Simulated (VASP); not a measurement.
# AlNi (P1) in VASP: relaxation of cell and atoms with PBE

Aim: the relaxation of cell and atoms of AlNi with PBE.

Everything below comes from runs of VASP 6.6.1. Logs are shortened: lines on timing, memory, paths and dates and some standing lists are left out, and cuts for length are marked.

### 1 The cell of the first run

The typed cell holds 4 atoms: a = 2.901 Å, b = 2.915 Å, c = 5.964 Å, α = 89.50°, β = 91.69°, γ = 89.66°.

### 2 Relaxation of cell and atoms, PBE

The input, INCAR:

```
SYSTEM = AlNi
PREC = Accurate ; ENCUT = 600
EDIFF = 1E-6 ; ISMEAR = 0
SIGMA = 0.2 ; LREAL = .False.
LASPH = .True. ; NELM = 60
ALGO = Fast ; ISIF = 3
LWAVE = .False. ; LCHARG = .False.
GGA = PE ; IBRION = 2
NSW = 80 ; EDIFFG = -0.025
```

The input, KPOINTS:

```
Automatic mesh
0
Gamma
  8 8 4
  0 0 0
```

The input, POSCAR:

```
AlNi
1.0
    0.0433003528     -0.0087221876     -2.9010067978
   -0.0129953698     -2.9150408782     -0.0087349130
   -5.9629745395     -0.0259907395      0.0867270538
Al Ni
2 2
Direct
   -0.0309440492      0.0912890284      1.0601588684
    0.0138206467      0.0559776707      0.4657303439
    0.4788888147      0.3942632374      0.7571575069
    0.5382345878      0.4584700635      0.2169532808
```

Potentials or basis: VASP PAW PBE potentials, release 64 (Al, Ni).

Run with:

```
cat potpaw_PBE.64/Al/POTCAR potpaw_PBE.64/Ni/POTCAR > POTCAR
mpirun -np 1 vasp_std > vasp.out
```

OUTCAR:

```text
SYSTEM = AlNi
   PREC = Accurate
   ENCUT = 600
   EDIFF = 1E-6
   ISMEAR = 0
   LREAL = .False.
   LASPH = .True.
   NELM = 60
   ISIF = 3
   GGA = PE
   IBRION = 2
   NSW = 80
   EDIFFG = -0.025

 ion  position               nearest neighbor table
   1  0.969  0.091  0.060-   4 1.91   4 2.17   2 2.42   3 2.42   4 2.43   3 2.53   4 2.62   3 3.06
                             3 3.13
   2  0.014  0.056  0.466-   4 2.30   3 2.39   1 2.42   4 2.45   3 2.56   4 2.66   4 2.77   3 2.89
                             3 3.05
   3  0.479  0.394  0.757-   2 2.39   1 2.42   1 2.53   2 2.56   4 2.75   2 2.89   2 3.05   1 3.06
                             1 3.13
   4  0.538  0.458  0.217-   1 1.91   1 2.17   2 2.30   1 2.43   2 2.45   1 2.62   2 2.66   3 2.75
                             2 2.77

  LATTYP: Found a triclinic cell.
 ALAT       =     6.5546867157
 B/A-ratio  =     0.4426364167
 C/A-ratio  =     0.4447326102
 COS(alpha) =     0.0059357905
 COS(beta)  =     0.0106084479
 COS(gamma) =     0.4158415804

  Lattice vectors:

 A1 = (  -5.9196741867,  -0.0347129271,  -2.8142797440)
 A2 = (   0.0433003528,  -0.0087221876,  -2.9010067978)
 A3 = (  -0.0129953698,  -2.9150408782,  -0.0087349130)

Analysis of symmetry for initial positions (statically):
=====================================================================
 Subroutine PRICEL returns:
 Original cell was already a primitive cell.

 Routine SETGRP: Setting up the symmetry group for a
 triclinic supercell.

 Subroutine GETGRP returns: Found  1 space group operations
 (whereof  1 operations were pure point group operations)
 out of a pool of  2 trial point group operations.

The static configuration has the point symmetry C_1 .

Analysis of symmetry for dynamics (positions and initial velocities):
=====================================================================
 Subroutine PRICEL returns:
 Original cell was already a primitive cell.

 Routine SETGRP: Setting up the symmetry group for a
 triclinic supercell.

 Subroutine GETGRP returns: Found  1 space group operations
 (whereof  1 operations were pure point group operations)
 out of a pool of  2 trial point group operations.

The dynamic configuration has the point symmetry C_1 .

 Subroutine INISYM returns: Found  1 space group operations
 (whereof  1 operations are pure point group operations),
 and found     1 'primitive' translations

----------------------------------------------------------------------------------------

                                     Primitive cell

  volume of cell :      50.4138

  direct lattice vectors                    reciprocal lattice vectors
     0.043300353 -0.008722188 -2.901006798    -0.005019258  0.001055526 -0.344786004
    -0.012995370 -2.915040878 -0.008734913     0.001510613 -0.343058255  0.001053989
    -5.962974540 -0.025990739  0.086727054    -0.167741277  0.000755307 -0.002505973

[... 112 lines left out ...]
   GGA     = PE    functional components
   LHFCALC =     F    Hartree Fock is set to
   AEXX    =    0.0000 exact exchange contribution
   IVDW    =     0    specifies the selected vdW correction
   LEPSILON=     F    determine dielectric tensor
   LRPA    =     F    only Hartree local field effects (RPA)
 conjugate gradient relaxation of ions
 non-spin polarized calculation
 RMM-DIIS sequential band-by-band and
 Gauss-broadening in eV      SIGMA  =   0.20
  energy-cutoff  :      600.00
  volume of cell :       50.41
 maximum number of plane-waves:      1702
   NGX = 11   NGY = 11   NGZ = 23

--------------------------------------- Ionic step        1  -------------------------------------------

 number of electron      26.0000012 magnetization

 Free energy of the ion-electron system (eV)
  ---------------------------------------------------
  ext. energy  EPLUGINS =         0.00000000
  ---------------------------------------------------
  free energy    TOTEN  =       -18.48465783 eV

  energy without entropy =      -18.45422573  energy(sigma->0) =      -18.46944178

------------------------ aborting loop because EDIFF is reached ----------------------------------------

  FORCE on cell =-STRESS in cart. coord.  units (eV):
  Direction    XX          YY          ZZ          XY          YZ          ZX
  --------------------------------------------------------------------------------------
  -------------------------------------------------------------------------------------
  Total        6.3109979      3.3598368      6.2501263      2.8473593     -2.6816948     -1.1831649
  in kB      200.5668166    106.7773731    198.6322863     90.4905683    -85.2256656    -37.6016007
  external PRESSURE =     168.6588253 kB  Pullay stress =       0.0000000 kB
[... 95 lines left out ...]
  FREE ENERGIE OF THE ION-ELECTRON SYSTEM (eV)
  ---------------------------------------------------
  free  energy   TOTEN  =       -20.1895468588 eV

  energy  without entropy=      -20.1465394627  energy(sigma->0) =      -20.16804316

 E-fermi :  10.1052     XC(G=0): -12.0914

 val. band max:       10.1031477822   @ k =   0.1250  -0.3750   0.2500
 cond. band min:      10.1099037538   @ k =  -0.2500   0.3750   0.0000
 fundamental gap:      0.0067559716
 Fermi energy:        10.1051653849

 k-point     1 :       0.0000    0.0000    0.0000
  band No.  band energies     occupation
      1      -1.0554      2.00000
      2       2.8867      2.00000
      3       3.2167      2.00000
      4       6.8495      2.00000
      5       6.8875      2.00000
      6       7.2781      2.00000
[... 459 lines left out ...]
      6       7.3480      2.00000
[... 9 lines left out ...]
     16      13.7956      0.00000
     17      13.8706      0.00000

 [... further k-points ...]

[... ionic steps 4 to 14 ...]

--------------------------------------- Ionic step       15  -------------------------------------------

 number of electron      26.0000025 magnetization

------------------------ aborting loop because EDIFF is reached ----------------------------------------
[... 71 lines left out ...]
--------------------------------------- Ionic step       17  -------------------------------------------

 number of electron      26.0000025 magnetization

 Free energy of the ion-electron system (eV)
  ---------------------------------------------------
  ext. energy  EPLUGINS =         0.00000000
  ---------------------------------------------------
  free energy    TOTEN  =       -21.09125810 eV

  energy without entropy =      -21.04593594  energy(sigma->0) =      -21.06859702

 E-fermi :   9.7856     XC(G=0): -11.9853

 val. band max:        9.6818858407   @ k =   0.3750   0.3750   0.2500
 cond. band min:       9.7957792177   @ k =   0.2500  -0.1250   0.2500
 fundamental gap:      0.1138933770
 Fermi energy:         9.7855530407

 k-point     1 :       0.0000    0.0000    0.0000
  band No.  band energies     occupation
      1      -1.1886      2.00000
      2       2.9525      2.00000
      3       3.1397      2.00000
      4       6.6840      2.00000
      5       6.6857      2.00000
      6       7.1439      2.00000
[... 502 lines left out ...]
  FREE ENERGIE OF THE ION-ELECTRON SYSTEM (eV)
  ---------------------------------------------------
  free  energy   TOTEN  =       -21.0912581003 eV

  energy  without entropy=      -21.0459359389  energy(sigma->0) =      -21.06859702

 reached required accuracy - stopping structural energy minimisation
```

OSZICAR:

```text
N       E                     dE             d eps       ncg     rms          rms(c)
DAV:   1     0.131488228103E+03    0.13149E+03   -0.12791E+04  4488   0.193E+03
DAV:   2    -0.158929137707E+02   -0.14738E+03   -0.14391E+03  4488   0.318E+02
DAV:   3    -0.214595958834E+02   -0.55667E+01   -0.54873E+01  5433   0.808E+01
DAV:   4    -0.215743893692E+02   -0.11479E+00   -0.11457E+00  5440   0.999E+00
[... 211 lines left out ...]
RMM:   3    -0.210914136496E+02    0.87670E-03   -0.36734E-03  4488   0.935E-01    0.121E-01
RMM:   4    -0.210914289689E+02   -0.15319E-04   -0.55011E-04  4488   0.304E-01    0.135E-01
RMM:   5    -0.210912552433E+02    0.17373E-03   -0.28703E-04  4488   0.232E-01    0.110E-02
RMM:   6    -0.210912576846E+02   -0.24413E-05   -0.40871E-05  4510   0.659E-02    0.934E-03
RMM:   7    -0.210912581003E+02   -0.41570E-06   -0.99512E-06  4253   0.377E-02
  17 F= -.21091258E+02 E0= -.21068597E+02  d E =-.245816E-03
```

CONTCAR:

```text
AlNi
   1.00000000000000
     0.0000936187580041   -0.0006645588722219   -2.8938886334487388
    -0.0003635388265723   -2.8860244395314454   -0.0013043585939422
    -5.8021790816827616    0.0027671914744644   -0.0031320683929783
  Al              Ni
     2     2
Direct
     0.0001103440001153    0.9999860272762773    0.9999393029284372
     0.9999634730215926    0.0000477759097799    0.5000140421057426
     0.4998638621990220    0.5007408231565726    0.7500810443515296
     0.5000623207792627    0.4992253736573700    0.2499656106142907

  0.00000000E+00  0.00000000E+00  0.00000000E+00
  0.00000000E+00  0.00000000E+00  0.00000000E+00
  0.00000000E+00  0.00000000E+00  0.00000000E+00
  0.00000000E+00  0.00000000E+00  0.00000000E+00
```

It took 35 min on 1 thread of AMD EPYC 7R13, shared host; peak memory 0.28 GiB.

Results:

* Free energy: -21.0913 eV
* Relaxed volume: 12.11 Å³/atom
* Relaxed cell: a = 2.894 Å, b = 2.886 Å, c = 5.802 Å, α = 90.02°, β = 89.97°, γ = 89.96°
* Space group after relaxing (to 0.1 Å): Pm-3m (No. 221)
* Energy gained by relaxing: 651.7 meV/atom
* Ionic steps: 17
* Pressure after relaxing: 0.0 GPa
* Largest force after relaxing: 0.011 eV/Å
* Band gap on the k mesh: zero (bands 13 and 14 overlap by 2.91 eV)

Forces on the atoms (eV/Å):
```
Al  -0.005  0.000  0.004
Al   0.000  0.001  0.001
Ni   0.003  0.009 -0.003
Ni   0.003 -0.010 -0.002
```

The path:
```tsv
step	energy change (eV)	largest force (eV/Å)	pressure (GPa)	volume (Å³)
1	0.0000	8.2676	16.87	50.41
2	-1.3523	0.7329	-18.20	60.57
3	-1.7049	1.2018	-10.95	55.98
4	-2.2088	1.3276	-1.22	50.22
5	-2.2823	1.5499	6.83	47.41
6	-2.5022	0.7551	4.64	47.38
7	-2.5037	0.6818	4.68	47.37
8	-2.5536	0.3813	-3.81	49.84
9	-2.5567	0.4335	-2.27	49.34
10	-2.5868	0.2849	-0.95	48.84
11	-2.5989	0.1405	0.54	48.34
12	-2.5992	0.1199	0.72	48.26
13	-2.6058	0.0416	-0.21	48.53
14	-2.6060	0.0459	-0.37	48.57
15	-2.6063	0.0252	0.35	48.35
16	-2.6064	0.0316	0.21	48.41
17	-2.6066	0.0108	-0.01	48.46
```

Final structure:
```yaml
crystal:
  lattice:
    - [0.00009, -0.00066, -2.89389]
    - [-0.00036, -2.88602, -0.00130]
    - [-5.80218, 0.00277, -0.00313]
  atoms:
    - { symbol: Al, position: [0.00011, 0.99999, 0.99994] }
    - { symbol: Al, position: [0.99996, 0.00005, 0.50001] }
    - { symbol: Ni, position: [0.49986, 0.50074, 0.75008] }
    - { symbol: Ni, position: [0.50006, 0.49923, 0.24997] }
```

Levels at points of the mesh, in eV from the Fermi level:
```tsv
k point	band 11	band 12	band 13	band 14	band 15	band 16
(0.00, 0.00, 0.00)	-1.45	-1.36	-0.59	5.42	5.51	5.61
(0.50, 0.00, 0.00)	-1.96	-1.37	-0.94	-0.58	1.50	2.45
(0.00, 0.50, 0.00)	-1.97	-1.37	-0.94	-0.56	1.53	2.47
(0.50, 0.50, 0.00)	-0.91	-0.90	1.55	2.08	2.08	2.09
(0.00, 0.00, 0.50)	-1.41	-1.40	0.83	0.83	6.90	6.90
(0.50, 0.00, 0.50)	-1.68	-1.68	-0.62	-0.62	4.74	4.74
(0.00, 0.50, 0.50)	-1.69	-1.69	-0.60	-0.60	4.77	4.77
(0.50, 0.50, 0.50)	-0.27	-0.27	-0.26	-0.26	1.70	1.70
```

Spin polarisation is off, so any magnetic state and its effect on volume and gap are missing.

The gap in the log of VASP goes by the Fermi energy; the results here count the filled bands.